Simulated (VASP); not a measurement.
# SiNi (WC type) (P-6m2) in VASP: single point with PBE

Aim: the single point of SiNi (WC type) with PBE.

Program: VASP 6.6.1. These are calculated values, not measurements. Logs are shortened: lines on timing, memory, paths and dates and some standing lists are left out, and cuts for length are marked.

## 1. The cell of the first run

It takes space group P-6m2 (No. 187, hexagonal). Conventional cell: a = 2.585 Å, b = 2.585 Å, c = 3.554 Å, α = 90.00°, β = 90.00°, γ = 120.00°. Within 3.1 Å of Ni (site symmetry -6m2) lie 6 Si at 2.32 Å and 6 Ni at 2.58 Å. Si (site symmetry -6m2) has 6 Ni at 2.32 Å and 6 Si at 2.58 Å within 3.1 Å.

## 2. Single point, PBE

Input file INCAR:

```
SYSTEM = SiNi
PREC = Accurate
ENCUT = 690
EDIFF = 1E-6
ISMEAR = -1
SIGMA = 0.1
LREAL = .FALSE.
LASPH = .TRUE.
NELM = 120
ALGO = Normal
ISIF = 2
LWAVE = .FALSE.
LCHARG = .TRUE.
GGA = PE
LELF = .TRUE.
LVHAR = .TRUE.
NBANDS = 18
GGA_COMPAT = .FALSE.
```

Input file KPOINTS:

```
Automatic mesh
0
G
  15 15 14
  0 0 0
```

Input file POSCAR:

```
SiNi
1.0
    2.5847921448      0.0000000000      0.0000000000
   -1.2923960724      2.2384956609      0.0000000000
    0.0000000000      0.0000000000      3.5541502721
Ni Si
1 1
Direct
    0.0000000000      0.0000000000      0.0000000000
    0.3333333333      0.6666666667      0.5000000000
```

Potentials or basis: VASP PAW PBE potentials, release 64 (Ni_sv_GW, Si).

Run with:

```bash
$ cat potpaw_PBE.64/Ni_sv_GW/POTCAR potpaw_PBE.64/Si/POTCAR > POTCAR
$ mpirun -np 1 vasp_std > vasp.out
```

OUTCAR:

```text
SYSTEM = SiNi
   PREC = Accurate
   ENCUT = 690
   EDIFF = 1E-6
   ISMEAR = -1
   LREAL = .FALSE.
   LASPH = .TRUE.
   NELM = 120
   ISIF = 2
   GGA = PE

 ion  position               nearest neighbor table
   1  0.000  0.000  0.000-   2 2.32   2 2.32   2 2.32   2 2.32   2 2.32   2 2.32
   2  0.333  0.667  0.500-   1 2.32   1 2.32   1 2.32   1 2.32   1 2.32   1 2.32

  LATTYP: Found a hexagonal cell.
 ALAT       =     2.5847921448
 C/A-ratio  =     1.3750236278

  Lattice vectors:

 A1 = (   2.5847921448,   0.0000000000,   0.0000000000)
 A2 = (  -1.2923960724,   2.2384956609,   0.0000000000)
 A3 = (   0.0000000000,   0.0000000000,   3.5541502721)

Analysis of symmetry for initial positions (statically):
=====================================================================
 Subroutine PRICEL returns:
 Original cell was already a primitive cell.

 Routine SETGRP: Setting up the symmetry group for a
 hexagonal supercell.

 Subroutine GETGRP returns: Found 12 space group operations
 (whereof 12 operations were pure point group operations)
 out of a pool of 24 trial point group operations.

The static configuration has the point symmetry D_3h.

Analysis of symmetry for dynamics (positions and initial velocities):
=====================================================================
 Subroutine PRICEL returns:
 Original cell was already a primitive cell.

 Routine SETGRP: Setting up the symmetry group for a
 hexagonal supercell.

 Subroutine GETGRP returns: Found 12 space group operations
 (whereof 12 operations were pure point group operations)
 out of a pool of 24 trial point group operations.

The dynamic configuration has the point symmetry D_3h.

 Subroutine INISYM returns: Found 12 space group operations
 (whereof 12 operations are pure point group operations),
 and found     1 'primitive' translations

----------------------------------------------------------------------------------------

                                     Primitive cell

  volume of cell :      20.5645

  direct lattice vectors                    reciprocal lattice vectors
     2.584792145  0.000000000  0.000000000     0.386878304  0.223364293  0.000000000
    -1.292396072  2.238495661  0.000000000     0.000000000  0.446728585  0.000000000
     0.000000000  0.000000000  3.554150272     0.000000000  0.000000000  0.281361204

  length of vectors
     2.584792145  2.584792145  3.554150272     0.446728585  0.446728585  0.281361204

  position of ions in fractional coordinates (direct lattice)
     0.000000000  0.000000000  0.000000000
     0.333333333  0.666666667  0.500000000

  ion indices of the primitive-cell ions
   primitive index   ion index
                 1           1
                 2           2

----------------------------------------------------------------------------------------

 KPOINTS: Automatic mesh

Automatic generation of k-mesh.
 Grid dimensions read from file:
 generate k-points for:   15   15   14

 Generating k-lattice:

  Cartesian coordinates                     Fractional coordinates (reciprocal lattice)
     0.025791887  0.014890953  0.000000000     0.066666667  0.000000000  0.000000000
     0.000000000  0.029781906  0.000000000     0.000000000  0.066666667  0.000000000
     0.000000000  0.000000000  0.020097229     0.000000000  0.000000000  0.071428571

  Length of vectors
     0.029781906  0.029781906  0.020097229

  Shift w.r.t. Gamma in fractional coordinates (k-lattice)
     0.000000000  0.000000000  0.000000000

 Subroutine IBZKPT returns following result:
 ===========================================

 Found    216 irreducible k-points:

 Following reciprocal coordinates:
            Coordinates               Weight
  0.000000  0.000000  0.000000      1.000000
  0.066667  0.000000  0.000000      6.000000
  0.133333  0.000000  0.000000      6.000000
  0.200000  0.000000  0.000000      6.000000
  0.266667  0.000000  0.000000      6.000000
  0.333333  0.000000  0.000000      6.000000
[... 16 lines left out ...]
  0.333333  0.200000  0.000000     12.000000
  0.400000  0.200000  0.000000      6.000000
 [... further k-points ...]
   k-points           NKPTS =    216   k-points in BZ     NKDIM =    216   number of bands    NBANDS=     18
   number of dos      NEDOS =    301   number of ions     NIONS =      2
   total plane-waves  NPLWV =  17280
   dimension x,y,z NGX =    24 NGY =   24 NGZ =   30
   dimension x,y,z NGXF=    48 NGYF=   48 NGZF=   60
   ions per type =               1   1
   NGX,Y,Z   is equivalent  to a cutoff of  15.44, 15.44, 14.03 a.u.
   NGXF,Y,Z  is equivalent  to a cutoff of  30.87, 30.87, 28.07 a.u.
 SYSTEM =  SiNi
   PREC   = accura    normal or accurate (medium, high low for compatibility)
   ISTART =      0    job   : 0-new  1-cont  2-samecut
   ICHARG =      2    charge: 1-file 2-atom 10-const
   ISPIN  =      1    spin polarized calculation?
   LNONCOLLINEAR =      F non collinear calculations
   LSORBIT =      F    spin-orbit coupling
   LASPH  =      T    aspherical Exc in radial PAW
   ENCUT  =  690.0 eV  50.71 Ry    7.12 a.u.   5.54  5.54  7.61*2*pi/ulx,y,z
   NELM   =    120;   NELMIN=  2; NELMDL= -5     # of ELM steps
   EDIFF  = 0.1E-05   stopping-criterion for ELM
   LREAL  =      F    real-space projection
   EDIFFG = 0.1E-04   stopping-criterion for IOM
   NSW    =      0    number of steps for IOM
   IBRION =     -1    ionic relax: 0-MD 1-quasi-New 2-CG
   NFREE  =      0    steps in history (QN), initial steepest desc. (CG)
   ISIF   =      2    stress and relaxation
   ISYM   =      2    0-nonsym 1-usesym 2-fastsym
   POTIM  = 0.5000    time-step for ionic-motion
   TEBEG  =    0.0;   TEEND  =   0.0 temperature during run
   PSTRESS=    0.0 pullay stress
   NELECT =      22.0000    total number of electrons
   NUPDOWN=      -1.0000    fix difference up-down
   EMIN   =  10.00;   EMAX   =-10.00  energy-range for DOS
   EFERMI =   0.00;   METHOD = LEGACY
   ISMEAR =    -1;   SIGMA  =   0.10  broadening in eV -4-tet -1-fermi 0-gaus
   EFERMI_NEDOS =   21; number of points for ismear=-14 and -15
   IALGO  =     38    algorithm
   IMIX   =      4    mixing-type and parameters
     AMIX     =   0.40;   BMIX     =  1.00
     AMIX_MAG =   1.60;   BMIX_MAG =  1.00
  volume/ion in A,a.u.               =      10.28        69.39
  Fermi-wavevector in a.u.,A,eV,Ry     =   1.674338  3.164040 38.142684  2.803408
  Thomas-Fermi vector in A             =   2.759151
   LORBIT       =      0    0 simple, 1 ext, 2 COOP (PROOUT), +10 PAW based schemes
   GGA     = PE    functional components
   LHFCALC =     F    Hartree Fock is set to
   AEXX    =    0.0000 exact exchange contribution
   IVDW    =     0    specifies the selected vdW correction
   LEPSILON=     F    determine dielectric tensor
   LRPA    =     F    only Hartree local field effects (RPA)
 non-spin polarized calculation
  energy-cutoff  :      690.00
  volume of cell :       20.56
 maximum number of plane-waves:       891
 NGX is ok and might be reduce to    24
   NGX = 11   NGY = 11   NGZ = 15

 number of electron      22.0000000 magnetization

 Free energy of the ion-electron system (eV)
  ---------------------------------------------------
  ext. energy  EPLUGINS =         0.00000000
  ---------------------------------------------------
  free energy    TOTEN  =       -12.22937448 eV

  energy without entropy =      -12.21075594  energy(sigma->0) =      -12.22006521

 E-fermi :  12.5729     XC(G=0): -13.4166

 val. band max:       12.5649868661   @ k =   0.2667   0.2000   0.0714
 cond. band min:      12.5937351121   @ k =   0.2667   0.2000   0.0000
 fundamental gap:      0.0287482460
 Fermi energy:        12.5728504136

 k-point     1 :       0.0000    0.0000    0.0000
  band No.  band energies     occupation
      1     -91.5488      2.00000
      2     -52.2141      2.00000
      3     -51.7872      2.00000
      4     -51.7872      2.00000
      5      -2.6744      2.00000
      6       7.1234      2.00000
[... 10 lines left out ...]
     17      27.7312      0.00000
     18      31.4368      0.00000

 k-point     2 :       0.0667    0.0000    0.0000
  band No.  band energies     occupation
      1     -91.5478      2.00000
      2     -52.2132      2.00000
      3     -51.7919      2.00000
      4     -51.7882      2.00000
      5      -2.5435      2.00000
      6       7.2044      2.00000
[... 10 lines left out ...]
     17      28.6235      0.00000
     18      30.8874      0.00000

 k-point     3 :       0.1333    0.0000    0.0000
  band No.  band energies     occupation
      1     -91.5461      2.00000
      2     -52.2115      2.00000
      3     -51.8061      2.00000
      4     -51.7917      2.00000
      5      -2.1528      2.00000
      6       7.4250      2.00000
[... 10 lines left out ...]
     17      28.5273      0.00000
     18      30.0719      0.00000

 k-point     4 :       0.2000    0.0000    0.0000
  band No.  band energies     occupation
      1     -91.5434      2.00000
      2     -52.2086      2.00000
      3     -51.8270      2.00000
      4     -51.7969      2.00000
      5      -1.5080      2.00000
      6       7.7096      2.00000
[... 375 lines left out ...]
      4     -51.8304      2.00000
      5       1.9435      2.00000
      6       7.3988      2.00000
[... 10 lines left out ...]
     17      25.3536      0.00000
     18      27.9813      0.00000

 k-point    23 :       0.3333    0.2000    0.0000
  band No.  band energies     occupation
      1     -91.5335      2.00000
      2     -52.1978      2.00000
      3     -51.8870      2.00000
      4     -51.8378      2.00000
      5       3.3086      2.00000
      6       6.3514      2.00000
[... 10 lines left out ...]
     17      24.0776      0.00000
     18      27.6021      0.00000

 k-point    24 :       0.4000    0.2000    0.0000
  band No.  band energies     occupation
      1     -91.5330      2.00000
      2     -52.1972      2.00000
      3     -51.8892      2.00000
      4     -51.8405      2.00000
      5       4.4911      2.00000
      6       5.2098      2.00000
[... 10 lines left out ...]
     17      23.8971      0.00000
     18      27.5327      0.00000

 [... further k-points ...]

------------------------ aborting loop because EDIFF is reached ----------------------------------------

  FORCE on cell =-STRESS in cart. coord.  units (eV):
  Direction    XX          YY          ZZ          XY          YZ          ZX
  --------------------------------------------------------------------------------------
  -------------------------------------------------------------------------------------
  Total        3.8280899      3.8280899      3.8535592      0.0000000      0.0000000      0.0000000
  in kB      298.2462831    298.2462831    300.2305959      0.0000000      0.0000000      0.0000000
  external PRESSURE =     298.9077207 kB  Pullay stress =       0.0000000 kB

 VOLUME and BASIS-vectors are now :
 -----------------------------------------------------------------------------
  energy-cutoff  :      690.00
  volume of cell :       20.56
      direct lattice vectors                 reciprocal lattice vectors
     2.584792145  0.000000000  0.000000000     0.386878304  0.223364293  0.000000000
    -1.292396072  2.238495661  0.000000000     0.000000000  0.446728585  0.000000000
     0.000000000  0.000000000  3.554150272     0.000000000  0.000000000  0.281361204

 POSITION                                       TOTAL-FORCE (eV/Angst)
 -----------------------------------------------------------------------------------
      0.00000      0.00000      0.00000        -0.000000      0.000000      0.000000
     -0.00000      1.49233      1.77708         0.000000     -0.000000      0.000000
 -----------------------------------------------------------------------------------
    total drift:                                0.000001     -0.000000      0.000000

  FREE ENERGIE OF THE ION-ELECTRON SYSTEM (eV)
  ---------------------------------------------------
  free  energy   TOTEN  =       -12.2293744832 eV

  energy  without entropy=      -12.2107559430  energy(sigma->0) =      -12.22006521
```

Wall time 94 s (1 thread of AMD EPYC 9R45 (Zen 5), shared host); peak memory 0.25 GiB.

Results:

| Property | Result |
| --- | --- |
| Free energy | -12.2294 eV |
| Pressure | 29.9 GPa |
| Band gap on the k mesh | zero (bands 11 and 12 overlap by 1.82 eV) |

Stress tensor (GPa, compression positive):
```
29.82  0.00  0.00
 0.00 29.82  0.00
 0.00  0.00 30.02
```

Caveat: the cell stands under pressure. Spin polarisation is off, so any magnetic state and its effect on volume and gap are missing.

The gap in the log of VASP goes by the Fermi energy; the results here count the filled bands.